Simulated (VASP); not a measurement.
## Si (a cell with a defect): relaxation of the atoms with PBE

Si (a cell with a defect):

```
Si
1.0
     0.00000    5.43000    5.43000
     5.43000    0.00000    5.43000
     5.43000    5.43000    0.00000
Si
17
Direct
  0.00000 0.00000 0.00000
  0.12500 0.12500 0.12500
  0.00000 0.00000 0.50000
  0.12500 0.12500 0.62500
  0.00000 0.50000 0.00000
  0.12500 0.62500 0.12500
  0.00000 0.50000 0.50000
  0.12500 0.62500 0.62500
  0.50000 0.00000 0.00000
  0.62500 0.12500 0.12500
  0.50000 0.00000 0.50000
  0.62500 0.12500 0.62500
  0.50000 0.50000 0.00000
  0.62500 0.62500 0.12500
  0.50000 0.50000 0.50000
  0.62500 0.62500 0.62500
  0.82034 0.56603 0.80754
```

```
Program                : VASP 6.6.1
Task                   : relaxation of the atoms
Functional             : PBE
Potentials or basis    : VASP PAW PBE potentials, release 64 (Si)
Cutoff                 : 520 eV
k mesh                 : 2 × 2 × 2
Occupations            : gaussian, width 0.05 eV
Spin                   : no spin polarisation
Dipole correction      : no
Further INCAR settings : LREAL = Auto; ALGO = Normal; EDIFF = 1e-06; IBRION = 2; EDIFFG = -0.03; NSW = 80
```

The energy gained by relaxing is 58.3 meV/atom. The ionic steps are 19. The pressure after relaxing is 4.8 GPa. The largest force after relaxing is 0.030 eV/Å and the band gap on the k mesh is 0.01 eV.

Forces in eV/Å, atoms in the order of the input:
```
Si   0.008 -0.004  0.028
Si   0.007  0.002  0.007
Si  -0.008  0.009 -0.004
Si  -0.005 -0.008  0.007
Si   0.006  0.010  0.007
Si  -0.002  0.000 -0.022
Si  -0.008 -0.008  0.006
Si  -0.013  0.014  0.002
Si   0.007  0.016 -0.012
Si   0.016 -0.016 -0.014
Si  -0.015 -0.007 -0.014
Si  -0.014  0.015  0.004
Si   0.000 -0.002  0.006
Si  -0.008 -0.003 -0.009
Si   0.020 -0.021 -0.006
Si   0.003  0.010 -0.009
Si   0.007 -0.005  0.022
```

Stress tensor (GPa, compression positive):
```
 4.84  0.45 -0.45
 0.45  4.84  0.45
-0.45  0.45  4.84
```

Step by step:
| step | energy change (eV) | largest force (eV/Å) | pressure (GPa) |
| --- | --- | --- | --- |
| 1 | 0.0000 | 2.8208 | 7.63 |
| 2 | -0.7073 | 0.7579 | 6.29 |
| 3 | -0.7089 | 0.7420 | 6.31 |
| 4 | -0.7946 | 0.4221 | 6.13 |
| 5 | -0.7965 | 0.4217 | 6.10 |
| 6 | -0.8293 | 0.2786 | 6.03 |
| 7 | -0.8369 | 0.2385 | 5.98 |
| 8 | -0.8660 | 0.2127 | 5.91 |
| 9 | -0.9204 | 0.3778 | 5.67 |
| 10 | -0.8917 | 0.7977 | 5.14 |
| 11 | -0.9301 | 0.5437 | 5.49 |
| 12 | -0.9464 | 0.4701 | 5.40 |
| 13 | -0.9780 | 0.2725 | 5.12 |
| 14 | -0.9670 | 0.3338 | 4.53 |
| 15 | -0.9853 | 0.1313 | 4.89 |
| 16 | -0.9884 | 0.0670 | 4.87 |
| 17 | -0.9893 | 0.0667 | 4.85 |
| 18 | -0.9897 | 0.0544 | 4.85 |
| 19 | -0.9904 | 0.0300 | 4.84 |

Final structure:
```
Si
1.0
     0.00000    5.43000    5.43000
     5.43000    0.00000    5.43000
     5.43000    5.43000    0.00000
Si
17
Direct
  0.98322 0.05143 0.98271
  0.12665 0.13427 0.12598
  0.01278 0.99188 0.49770
  0.12665 0.13424 0.61321
  0.00947 0.50608 0.00857
  0.10907 0.67505 0.10799
  0.00958 0.50603 0.47594
  0.15070 0.61988 0.61475
  0.49838 0.99196 0.01195
  0.61398 0.13403 0.12604
  0.49840 0.99195 0.49780
  0.64374 0.07012 0.64311
  0.47671 0.50577 0.00884
  0.61563 0.62004 0.15016
  0.51827 0.44744 0.51719
  0.61564 0.62003 0.61424
  0.81145 0.56581 0.81136
```

Levels at points of the mesh, in eV from the valence-band top:
| k point | band 31 | band 32 | band 33 | band 34 | band 35 | band 36 | band 37 | band 38 |
| --- | --- | --- | --- | --- | --- | --- | --- | --- |
| (0.00, 0.00, 0.00) | -1.39 | -0.66 | -0.65 | -0.48 | 0.01 | 0.02 | 0.30 | 0.30 |
| (0.50, 0.00, 0.00) | -1.36 | -1.33 | -0.82 | -0.30 | 0.31 | 0.66 | 0.98 | 1.15 |
| (0.00, 0.50, 0.00) | -1.38 | -1.25 | -1.25 | 0.00 | 0.48 | 0.49 | 1.24 | 1.24 |
| (0.00, 0.00, 0.50) | -1.36 | -1.33 | -0.82 | -0.29 | 0.31 | 0.66 | 0.98 | 1.15 |
| (0.50, 0.50, 0.50) | -1.36 | -1.33 | -0.82 | -0.29 | 0.31 | 0.66 | 0.98 | 1.15 |
| (0.50, 0.50, 0.00) | -1.85 | -1.70 | -0.38 | -0.24 | 0.56 | 1.45 | 1.53 | 1.66 |
| (0.00, 0.50, 0.50) | -1.85 | -1.69 | -0.38 | -0.24 | 0.56 | 1.45 | 1.53 | 1.66 |
| (0.50, 0.00, 0.50) | -1.85 | -1.69 | -0.38 | -0.24 | 0.56 | 1.45 | 1.53 | 1.66 |

Wall time 16 min on 1 thread of Intel(R) Xeon(R) 6975P-C (Granite Rapids) (shared host), peak memory 0.53 GiB.

Caveat: the k points lie up to 0.50 Å⁻¹ apart; the smearing spreads over this small gap; semilocal functionals underestimate gaps, and a narrow one can read as zero.
